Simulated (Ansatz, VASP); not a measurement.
## One calculation of Cu, two programs

File INCAR:

```
SYSTEM = Cu
ALGO     = Fast           ! electronic algorithm
EDIFF    = 1E-6           ! SCF threshold, eV
ENCUT    = 520            ! plane-wave cutoff, eV
GGA      = PS             ! functional
ISIF     = 2              ! what is computed and relaxed
ISMEAR   = 0              ! smearing method
LASPH    = .True.         ! aspherical terms in the spheres
LCHARG   = .False.        ! write CHGCAR
LREAL    = .False.        ! projectors in reciprocal space
LWAVE    = .False.        ! write WAVECAR
NBANDS   = 30             ! bands
NELM     = 80             ! most SCF steps
PREC     = Accurate       ! precision mode
SIGMA    = 0.15           ! smearing width, eV
```

File KPOINTS:

```
k-points
0
Gamma
  24 24 8
  0 0 0
```

File POSCAR:

```
Cu
1.0
    2.5543205050      0.0000000000      0.0000000000
   -1.2771602525      2.2121064468      0.0000000000
    0.0000000000      0.0000000000      8.0141572886
Cu
4
Direct
    0.0000000000      0.0000000000      0.0000000000
    0.3333333333      0.6666666667      0.2500000000
    0.0000000000      0.0000000000      0.5000000000
    0.6666666667      0.3333333333      0.7500000000
```

Input for Ansatz:

```yaml
crystal:
  lattice:
    - [2.554320505, 0.0, 0.0]
    - [-1.2771602525, 2.2121064468, 0.0]
    - [0.0, 0.0, 8.0141572886]
  atoms:
    - { symbol: Cu, position: [0.0, 0.0, 0.0] }
    - { symbol: Cu, position: [0.3333333333, 0.6666666667, 0.25] }
    - { symbol: Cu, position: [0.0, 0.0, 0.5] }
    - { symbol: Cu, position: [0.6666666667, 0.3333333333, 0.75] }
basis:
  ecutwfc: 420
kpoints:
  mp_grid: { grid: [24, 24, 8] }
hamiltonian:
  xc: pbesol
scf:
  occupations: { method: gaussian, width: 0.15 }
output:
  forces: true
  stress: true
  eigenvalues: true
```

Alike in both runs: task single point; functional PBEsol; k mesh 24 × 24 × 8; occupations gaussian, width 0.15 eV; no spin polarisation.

```csv
,VASP,Ansatz
version,VASP 6.6.1,Ansatz 0.2.0
potentials or method,"VASP PAW PBE potentials, release 64 (Cu), cutoff 520 eV","scalar-relativistic, plane waves, PAW"
valence electrons in the cell,44,76
```

VASP gave:

| Quantity | Value |
| --- | --- |
| gap on the k mesh at the Fermi level (eV) | none |
| pressure (GPa) | 1.0 |
| traceless stress, the component that is largest in VASP (GPa) | 5.35 |

**Question.** Estimate Ansatz's values.

**Answer.** gap on the k mesh at the Fermi level (eV): none; pressure (GPa): 0.3; traceless stress, the component that is largest in VASP (GPa): 5.35.

VASP's potentials were made for PBE, not for PBEsol. A gap of «none» marks a metal or a gap that the smearing closes. With one functional, cell and mesh, what is left measures potentials, basis and numerics. VASP's potentials hold 44 valence electrons a cell and Ansatz's 76, so a difference there can come from the potentials and not from the codes.
